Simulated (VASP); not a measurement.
BaSr: relaxation of cell and atoms with LDA

Crystal: BaSr.

```
CELL_PARAMETERS angstrom
2.50860 -3.46572 0.00000
2.50860 3.46572 0.00000
0.00000 0.00000 6.92083
ATOMIC_POSITIONS crystal
Ba 0.00000 0.00000 0.00000
Sr 0.50000 0.50000 0.50000
```

```
Program                : VASP 6.6.1
Task                   : relaxation of cell and atoms
Functional             : LDA
Potentials or basis    : VASP PAW LDA potentials, release 64 (Ba_sv, Sr_sv)
Cutoff                 : 600 eV
k mesh                 : 10 × 10 × 6
Occupations            : gaussian, width 0.1 eV
Spin                   : no spin polarisation
Dipole correction      : no
Further INCAR settings : ALGO = Normal; EDIFF = 1e-07; IBRION = 2; EDIFFG = -0.005; NSW = 100; ISIF = 3
```

* Relaxed volume: 50.94 Å³/atom
* Relaxed cell: a = 4.046 Å, b = 4.046 Å, c = 6.599 Å, α = 90.00°, β = 90.00°, γ = 109.45°
* Space group after relaxing (to 0.1 Å): Cmmm (No. 65)
* Energy gained by relaxing: 50.4 meV/atom
* Ionic steps: 12
* Pressure after relaxing: 0.0 GPa
* Band gap on the k mesh: zero (bands 10 and 11 overlap by 0.92 eV)

Step by step:
```csv
step,energy change (eV),largest force (eV/Å),pressure (GPa),volume (Å³)
1,0.0000,0.0000,-1.55,120.34
2,-0.0758,0.0000,-0.86,110.48
3,-0.0996,0.0000,-0.14,103.12
4,-0.1002,0.0000,0.01,101.83
5,-0.1001,0.0000,-0.03,102.18
6,-0.1003,0.0000,-0.03,102.17
7,-0.1006,0.0000,-0.03,102.13
8,-0.1007,0.0000,-0.02,102.05
9,-0.1007,0.0000,-0.03,102.07
10,-0.1008,0.0000,0.02,101.69
11,-0.1008,0.0000,0.01,101.78
12,-0.1008,0.0000,0.00,101.87
```

Final structure:
```
Ba Sr
1.0
     2.33678   -3.30330    0.00000
     2.33678    3.30330    0.00000
     0.00000    0.00000    6.59885
Ba Sr
1 1
Direct
  0.00000 0.00000 0.00000
  0.50000 0.50000 0.50000
```

Levels at points of the mesh, in eV from the Fermi level:
```csv
k point,band 8,band 9,band 10,band 11,band 12,band 13
"(0.00, 0.00, 0.00)",-13.35,-3.32,-1.00,0.83,1.25,2.21
"(0.50, 0.00, 0.00)",-13.43,-0.72,-0.51,0.15,0.59,1.02
"(0.50, 0.50, 0.00)",-13.63,-1.11,-0.54,-0.48,0.89,1.10
"(0.00, 0.00, 0.50)",-13.35,-2.31,-1.93,1.08,1.16,1.68
"(0.50, 0.00, 0.50)",-13.43,-1.31,-0.80,0.76,0.83,1.07
"(0.50, 0.50, 0.50)",-13.64,-0.53,-0.26,0.07,0.68,1.82
```

Wall time 12 min on 1 thread of Intel(R) Xeon(R) 6975P-C (Granite Rapids), with other jobs on the host, peak memory 0.45 GiB.

Caveat: the volume moved by over 15 % at a fixed basis, so the end points are rough; spin-orbit coupling is left out, which moves the levels of the heavy elements.
